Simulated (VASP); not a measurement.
Wanted: the native input for a VASP 6.6.1 run.

```yaml
Task: relaxation of cell and atoms
Functional: r2SCAN
Potentials_or_basis: VASP PAW PBE potentials, release 64 (Ge_d)
Cutoff: 600 eV
k_mesh: 10 × 10 × 6
Occupations: fermi-dirac, width 0.05 eV
Spin: no spin polarisation
Dipole_correction: no
Further_INCAR_settings: ALGO = Normal; EDIFF = 1e-06; IBRION = 2; EDIFFG = -0.01; NSW = 60; ISIF = 3
```

The system is Ge.

```
Ge
1.0
     1.48805   -2.59469    0.00000
     1.48805    2.59469    0.00000
     0.00000    0.00000    4.72760
Ge
2
Direct
  0.33345 0.66655 0.25000
  0.66655 0.33345 0.75000
```

This isn't the form of Ge at room conditions, which is diamond.

One way to write it, as run:

POSCAR

```
Ge
1.0
    1.4880529250     -2.5946896100      0.0000000000
    1.4880529250      2.5946896100      0.0000000000
    0.0000000000      0.0000000000      4.7275957900
Ge
2
Direct
    0.3334466300      0.6665533700      0.2500000000
    0.6665533700      0.3334466300      0.7500000000
```

INCAR.step1

```
SYSTEM = Ge
PREC = Accurate
ENCUT = 600
ISMEAR = -1
SIGMA = 0.05
LREAL = .False.
LASPH = .True.
NELM = 100
GGA = PE
ALGO = Normal
EDIFF = 1E-4
LWAVE = .True.
LCHARG = .False.
```

INCAR.step2

```
SYSTEM = Ge
PREC = Accurate
ENCUT = 600
EDIFF = 1E-6
ISMEAR = -1
SIGMA = 0.05
LREAL = .False.
LASPH = .True.
NELM = 100
ALGO = Normal
ISIF = 3
LWAVE = .False.
LCHARG = .False.
METAGGA = R2SCAN
LMIXTAU = .True.
IBRION = 2
NSW = 60
EDIFFG = -0.01
ISTART = 1
```

KPOINTS

```
Automatic mesh
0
Gamma
  10 10 6
  0 0 0
```

Potentials or basis: VASP PAW PBE potentials, release 64 (Ge_d).

The run is started by

```bash
$ cat potpaw_PBE.64/Ge_d/POTCAR > POTCAR
$ cp INCAR.step1 INCAR
$ mpirun -np 1 vasp_std > vasp.out
$ cp INCAR.step2 INCAR
$ mpirun -np 1 vasp_std > vasp.out
```

It gave:

- Relaxed volume: 18.67 Å³/atom
- Relaxed cell: a = 3.000 Å, b = 3.000 Å, c = 4.853 Å, α = 90.00°, β = 90.00°, γ = 121.24°
- Space group after relaxing (to 0.1 Å): P6_3/mmc (No. 194)
- Energy gained by relaxing: 6.3 meV/atom
- Ionic steps: 16
- Pressure after relaxing: 0.0 GPa
- Largest force after relaxing: 0.003 eV/Å
- Band gap on the k mesh: zero (bands 14 and 15 overlap by 9.44 eV)

Caveat: the PAW data sets were made with another functional, which shifts forces and pressure a little.

Wall time 15 min on 1 thread of Intel(R) Xeon(R) 6975P-C (Granite Rapids), on a shared host, peak memory 0.23 GiB.
